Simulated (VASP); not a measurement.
# La (Im-3m) in VASP: a series of runs

The runs below take La through single point, with PBEsol.

All numbers are computed with VASP 6.6.1; they aren't measurements. Logs are shortened: lines on timing, memory, paths and dates and some standing lists are left out, and cuts for length are marked.

**1. The cell of the first run**

It takes space group Im-3m (No. 229, cubic). The conventional cell has a = 4.304 Å, b = 4.304 Å, c = 4.304 Å, α = 90.00°, β = 90.00°, γ = 90.00°. Within 4.9 Å of La (site symmetry m-3m) lie 14 La at 3.73 to 4.30 Å.

**2. Single point, PBEsol**

File INCAR:

```
SYSTEM = La
ALGO = Normal ; EDIFF = 1E-6
ENCUT = 520 ; GGA = PS
ISIF = 2 ; ISMEAR = -1
LASPH = .TRUE. ; LCHARG = .TRUE.
LELF = .TRUE. ; LREAL = .FALSE.
LVHAR = .TRUE. ; LWAVE = .FALSE.
NBANDS = 12 ; NELM = 80
PREC = Accurate ; SIGMA = 0.05
```

File KPOINTS:

```
k-points
0
G
  9 9 9
  0 0 0
```

File POSCAR:

```
La
1.0
   -2.1517794217      2.1517794217      2.1517794217
    2.1517794217     -2.1517794217      2.1517794217
    2.1517794217      2.1517794217     -2.1517794217
La
1
Direct
    0.0000000000      0.0000000000      0.0000000000
```

Potentials or basis: VASP PAW PBE potentials, release 64 (La).

On the command line:

```console
$ cat potpaw_PBE.64/La/POTCAR > POTCAR
$ mpirun -np 1 vasp_std > vasp.out
```

OUTCAR:

```text
SYSTEM = La
   EDIFF = 1E-6
   ENCUT = 520
   GGA = PS
   ISIF = 2
   ISMEAR = -1
   LASPH = .TRUE.
   LREAL = .FALSE.
   NELM = 80
   PREC = Accurate

 ion  position               nearest neighbor table
   1  0.000  0.000  0.000-

  LATTYP: Found a body centered cubic cell.
 ALAT       =     4.3035588434

  Lattice vectors:

 A1 = (  -2.1517794217,   2.1517794217,   2.1517794217)
 A2 = (   2.1517794217,  -2.1517794217,   2.1517794217)
 A3 = (   2.1517794217,   2.1517794217,  -2.1517794217)

Analysis of symmetry for initial positions (statically):
=====================================================================
 Subroutine PRICEL returns:
 Original cell was already a primitive cell.

 Routine SETGRP: Setting up the symmetry group for a
 body centered cubic supercell.

 Subroutine GETGRP returns: Found 48 space group operations
 (whereof 48 operations were pure point group operations)
 out of a pool of 48 trial point group operations.

The static configuration has the point symmetry O_h .

Analysis of symmetry for dynamics (positions and initial velocities):
=====================================================================
 Subroutine PRICEL returns:
 Original cell was already a primitive cell.

 Routine SETGRP: Setting up the symmetry group for a
 body centered cubic supercell.

 Subroutine GETGRP returns: Found 48 space group operations
 (whereof 48 operations were pure point group operations)
 out of a pool of 48 trial point group operations.

The dynamic configuration has the point symmetry O_h .

 Subroutine INISYM returns: Found 48 space group operations
 (whereof 48 operations are pure point group operations),
 and found     1 'primitive' translations

----------------------------------------------------------------------------------------

                                     Primitive cell

  volume of cell :      39.8523

  direct lattice vectors                    reciprocal lattice vectors
    -2.151779422  2.151779422  2.151779422     0.000000000  0.232365825  0.232365825
     2.151779422 -2.151779422  2.151779422     0.232365825  0.000000000  0.232365825
     2.151779422  2.151779422 -2.151779422     0.232365825  0.232365825  0.000000000

  length of vectors
     3.726991285  3.726991285  3.726991285     0.328614901  0.328614901  0.328614901

[... 77 lines left out ...]
   NELM   =     80;   NELMIN=  2; NELMDL= -5     # of ELM steps
   EDIFF  = 0.1E-05   stopping-criterion for ELM
   LREAL  =      F    real-space projection
   EDIFFG = 0.1E-04   stopping-criterion for IOM
   NSW    =      0    number of steps for IOM
   IBRION =     -1    ionic relax: 0-MD 1-quasi-New 2-CG
   NFREE  =      0    steps in history (QN), initial steepest desc. (CG)
   ISIF   =      2    stress and relaxation
   ISYM   =      2    0-nonsym 1-usesym 2-fastsym
   POTIM  = 0.5000    time-step for ionic-motion
   TEBEG  =    0.0;   TEEND  =   0.0 temperature during run
   PSTRESS=    0.0 pullay stress
   NELECT =      11.0000    total number of electrons
   NUPDOWN=      -1.0000    fix difference up-down
   EMIN   =  10.00;   EMAX   =-10.00  energy-range for DOS
   EFERMI =   0.00;   METHOD = LEGACY
   ISMEAR =    -1;   SIGMA  =   0.05  broadening in eV -4-tet -1-fermi 0-gaus
   EFERMI_NEDOS =   21; number of points for ismear=-14 and -15
   IALGO  =     38    algorithm
   IMIX   =      4    mixing-type and parameters
     AMIX     =   0.40;   BMIX     =  1.00
     AMIX_MAG =   1.60;   BMIX_MAG =  1.00
  volume/ion in A,a.u.               =      39.85       268.94
  Fermi-wavevector in a.u.,A,eV,Ry     =   1.065912  2.014281 15.458507  1.136168
  Thomas-Fermi vector in A             =   2.201479
   LORBIT       =      0    0 simple, 1 ext, 2 COOP (PROOUT), +10 PAW based schemes
   GGA     = PS    functional components
   LHFCALC =     F    Hartree Fock is set to
   AEXX    =    0.0000 exact exchange contribution
   IVDW    =     0    specifies the selected vdW correction
   LEPSILON=     F    determine dielectric tensor
   LRPA    =     F    only Hartree local field effects (RPA)
 non-spin polarized calculation
  energy-cutoff  :      520.00
  volume of cell :       39.85
 maximum number of plane-waves:      1097
   NGX = 13   NGY = 13   NGZ = 13

 number of electron      10.9999999 magnetization

 Free energy of the ion-electron system (eV)
  ---------------------------------------------------
  ext. energy  EPLUGINS =         0.00000000
  ---------------------------------------------------
  free energy    TOTEN  =        -5.16518249 eV

  energy without entropy =       -5.13669534  energy(sigma->0) =       -5.15093892

 E-fermi :   7.0895     XC(G=0):  -9.3996

 val. band max:        7.0840792807   @ k =  -0.2222   0.3333   0.1111
 cond. band min:       7.1173001136   @ k =   0.2222   0.2222   0.1111
 fundamental gap:      0.0332208329
 Fermi energy:         7.0895438904

 k-point     1 :       0.0000    0.0000    0.0000
  band No.  band energies     occupation
      1     -25.8921      2.00000
      2      -8.9392      2.00000
      3      -8.9392      2.00000
      4      -8.9392      2.00000
      5       3.8044      2.00000
      6       8.4840      0.00000
      7       8.4840      0.00000
      8       8.4840      0.00000
      9       8.5229      0.00000
     10       8.5229      0.00000
     11       8.5229      0.00000
     12       9.1660      0.00000
[... 331 lines left out ...]
 k-point    24 :      -0.4444   -0.4444    0.1111
  band No.  band energies     occupation
      1     -25.7065      2.00000
      2      -9.9573      2.00000
      3      -9.4764      2.00000
      4      -9.1223      2.00000
      5       6.0339      2.00000
      6       7.3154      0.02160
      7       7.5904      0.00009
      8       8.3649      0.00000
      9       8.7751      0.00000
     10       8.9290      0.00000
     11       9.1006      0.00000
     12       9.1393      0.00000

 [... further k-points ...]
[... 5 lines left out ...]
  --------------------------------------------------------------------------------------
  -------------------------------------------------------------------------------------
  Total       -0.8209065     -0.8209065     -0.8209065     -0.0000000      0.0000000      0.0000000
  in kB      -33.0028191    -33.0028191    -33.0028191     -0.0000000      0.0000000      0.0000000
  external PRESSURE =     -33.0028191 kB  Pullay stress =       0.0000000 kB

 VOLUME and BASIS-vectors are now :
 -----------------------------------------------------------------------------
  energy-cutoff  :      520.00
  volume of cell :       39.85
      direct lattice vectors                 reciprocal lattice vectors
    -2.151779422  2.151779422  2.151779422     0.000000000  0.232365825  0.232365825
     2.151779422 -2.151779422  2.151779422     0.232365825  0.000000000  0.232365825
     2.151779422  2.151779422 -2.151779422     0.232365825  0.232365825  0.000000000

 POSITION                                       TOTAL-FORCE (eV/Angst)
 -----------------------------------------------------------------------------------
      0.00000      0.00000      0.00000         0.000000      0.000000     -0.000000
 -----------------------------------------------------------------------------------
    total drift:                                0.000000      0.000000     -0.000000

  FREE ENERGIE OF THE ION-ELECTRON SYSTEM (eV)
  ---------------------------------------------------
  free  energy   TOTEN  =        -5.1651824946 eV

  energy  without entropy=       -5.1366953391  energy(sigma->0) =       -5.15093892
```

stdout:

```text
POSCAR found type information on POSCAR La
 POSCAR found :  1 types and       1 ions
 scaLAPACK will be used
 -----------------------------------------------------------------------------
|                                                                             |
|                                                                             |
|     You enforced a specific xc type in the INCAR file but a different       |
|     I HOPE YOU KNOW WHAT YOU ARE DOING!                                     |
|                                                                             |
 -----------------------------------------------------------------------------

 LDA part: xc-table for (Slater+PW92), standard interpolation
 POSCAR, INCAR and KPOINTS ok, starting setup
 FFT: planning ... GRIDC
 FFT: planning ... GRID_SOFT
 FFT: planning ... GRID
 WAVECAR not read
 entering main loop
```

Run time: 30 s. Hardware: 1 thread of AMD EPYC 7R43 (Zen 3), shared host; peak memory 0.14 GiB.

What came out:

- Free energy: -5.1652 eV
- Pressure: -3.3 GPa

Caveat: the PAW data sets were made with another functional, which shifts forces and pressure a little; spin-orbit coupling is left out, which moves the levels of the heavy elements.

**3. Single point, PBEsol**

This run uses another cell than the first one, of 40.62 Å³/atom, 1.019 times its volume.

File INCAR:

```
SYSTEM = La
  ALGO = Fast
  EDIFF = 1E-7
  ENCUT = 520
  GGA = PS
  ISIF = 2
  ISMEAR = -1
  LASPH = .True.
  LCHARG = .True.
  LELF = .True.
  LREAL = .False.
  LVHAR = .True.
  LWAVE = .False.
  NBANDS = 12
  NELM = 80
  PREC = Accurate
  SIGMA = 0.05
```

File KPOINTS:

```
k-points
0
Gamma
  9 9 9
  0 0 0
```

File POSCAR:

```
La
1.0
   -2.1654853927      2.1654853927      2.1654853927
    2.1654853927     -2.1654853927      2.1654853927
    2.1654853927      2.1654853927     -2.1654853927
La
1
Direct
    0.0000000000      0.0000000000      0.0000000000
```

Potentials or basis: VASP PAW PBE potentials, release 64 (La).

On the command line:

```console
$ cat potpaw_PBE.64/La/POTCAR > POTCAR
$ mpirun -np 1 vasp_std > vasp.out
```

OUTCAR:

```text
SYSTEM = La
   EDIFF = 1E-7
   ENCUT = 520
   GGA = PS
   ISIF = 2
   ISMEAR = -1
   LASPH = .True.
   LREAL = .False.
   NELM = 80
   PREC = Accurate

 ion  position               nearest neighbor table
   1  0.000  0.000  0.000-

  LATTYP: Found a body centered cubic cell.
 ALAT       =     4.3309707854

  Lattice vectors:

 A1 = (  -2.1654853927,   2.1654853927,   2.1654853927)
 A2 = (   2.1654853927,  -2.1654853927,   2.1654853927)
 A3 = (   2.1654853927,   2.1654853927,  -2.1654853927)

Analysis of symmetry for initial positions (statically):
=====================================================================
 Subroutine PRICEL returns:
 Original cell was already a primitive cell.

 Routine SETGRP: Setting up the symmetry group for a
 body centered cubic supercell.

 Subroutine GETGRP returns: Found 48 space group operations
 (whereof 48 operations were pure point group operations)
 out of a pool of 48 trial point group operations.

The static configuration has the point symmetry O_h .

Analysis of symmetry for dynamics (positions and initial velocities):
[... 159 lines left out ...]
 val. band max:        6.9126457086   @ k =   0.3333   0.1111   0.0000
 cond. band min:       6.9300010817   @ k =  -0.2222   0.3333   0.1111
 fundamental gap:      0.0173553732
 Fermi energy:         6.9256313025

 k-point     1 :       0.0000    0.0000    0.0000
  band No.  band energies     occupation
      1     -26.0929      2.00000
      2      -9.1695      2.00000
      3      -9.1695      2.00000
      4      -9.1695      2.00000
      5       3.6345      2.00000
      6       8.2976      0.00000
      7       8.2976      0.00000
      8       8.2976      0.00000
      9       8.3256      0.00000
     10       8.3256      0.00000
     11       8.3256      0.00000
     12       8.9421      0.00000
[... 331 lines left out ...]
 k-point    24 :      -0.4444   -0.4444    0.1111
  band No.  band energies     occupation
      1     -25.9212      2.00000
      2     -10.1312      2.00000
      3      -9.6771      2.00000
      4      -9.3423      2.00000
      5       5.8822      2.00000
      6       7.1512      0.02171
      7       7.4021      0.00015
      8       8.1736      0.00000
      9       8.5642      0.00000
     10       8.7104      0.00000
     11       8.8843      0.00000
     12       9.0100      0.00000

 [... further k-points ...]
[... 5 lines left out ...]
  --------------------------------------------------------------------------------------
  -------------------------------------------------------------------------------------
  Total       -0.9202208     -0.9202208     -0.9202208     -0.0000000      0.0000000     -0.0000000
  in kB      -36.2975128    -36.2975128    -36.2975128     -0.0000000      0.0000000     -0.0000000
  external PRESSURE =     -36.2975128 kB  Pullay stress =       0.0000000 kB

 VOLUME and BASIS-vectors are now :
 -----------------------------------------------------------------------------
  energy-cutoff  :      520.00
  volume of cell :       40.62
      direct lattice vectors                 reciprocal lattice vectors
    -2.165485393  2.165485393  2.165485393     0.000000000  0.230895116  0.230895116
     2.165485393 -2.165485393  2.165485393     0.230895116  0.000000000  0.230895116
     2.165485393  2.165485393 -2.165485393     0.230895116  0.230895116  0.000000000

 POSITION                                       TOTAL-FORCE (eV/Angst)
 -----------------------------------------------------------------------------------
      0.00000      0.00000      0.00000         0.000000     -0.000000      0.000000
 -----------------------------------------------------------------------------------
    total drift:                               -0.000000     -0.000000     -0.000000

  FREE ENERGIE OF THE ION-ELECTRON SYSTEM (eV)
  ---------------------------------------------------
  free  energy   TOTEN  =        -5.1486393753 eV

  energy  without entropy=       -5.1195406222  energy(sigma->0) =       -5.13409000
```

OSZICAR:

```text
N       E                     dE             d eps       ncg     rms          rms(c)
DAV:   1     0.996384024284E+02    0.99638E+02   -0.37581E+03   848   0.113E+03
DAV:   2     0.143076859126E+01   -0.98208E+02   -0.94461E+02  1080   0.172E+02
DAV:   3    -0.483603369828E+01   -0.62668E+01   -0.59754E+01  1208   0.774E+01
DAV:   4    -0.515872576484E+01   -0.32269E+00   -0.31393E+00  1580   0.117E+01
[... 25 lines left out ...]
RMM:  30    -0.514863939812E+01   -0.41338E-06   -0.27847E-06  1298   0.142E-02    0.256E-03
RMM:  31    -0.514863957737E+01   -0.17925E-06   -0.16234E-06  1191   0.119E-02    0.329E-03
RMM:  32    -0.514863957349E+01    0.38760E-08   -0.10359E-06  1086   0.100E-02    0.212E-03
RMM:  33    -0.514863944251E+01    0.13098E-06   -0.75968E-07  1090   0.929E-03    0.355E-04
RMM:  34    -0.514863937525E+01    0.67258E-07   -0.59008E-07  1080   0.890E-03
   1 F= -.51486394E+01 E0= -.51340900E+01  d E =-.290988E-01
```

stdout:

```text
POSCAR found type information on POSCAR La
 POSCAR found :  1 types and       1 ions
 scaLAPACK will be used
 -----------------------------------------------------------------------------
|                                                                             |
|                                                                             |
|     You enforced a specific xc type in the INCAR file but a different       |
|     I HOPE YOU KNOW WHAT YOU ARE DOING!                                     |
|                                                                             |
 -----------------------------------------------------------------------------

 LDA part: xc-table for (Slater+PW92), standard interpolation
 POSCAR, INCAR and KPOINTS ok, starting setup
 FFT: planning ... GRIDC
 FFT: planning ... GRID_SOFT
 FFT: planning ... GRID
 WAVECAR not read
 entering main loop
WARNING in EDDRMM: call to ZHEGV failed, returncode =   6  3      6
WARNING in EDDRMM: call to ZHEGV failed, returncode =   8  4      1
WARNING in EDDRMM: call to ZHEGV failed, returncode =   8  4      1
WARNING in EDDRMM: call to ZHEGV failed, returncode =   6  3      7
WARNING in EDDRMM: call to ZHEGV failed, returncode =   6  3      5
```

It took 100 s on 1 thread of AMD EPYC 7R43 (Zen 3), shared host; peak memory 0.13 GiB.

What came out:

```
Free energy : -5.1486 eV
Pressure    : -3.6 GPa
```

Caveat: the PAW data sets were made with another functional, which shifts forces and pressure a little; spin-orbit coupling is left out, which moves the levels of the heavy elements.
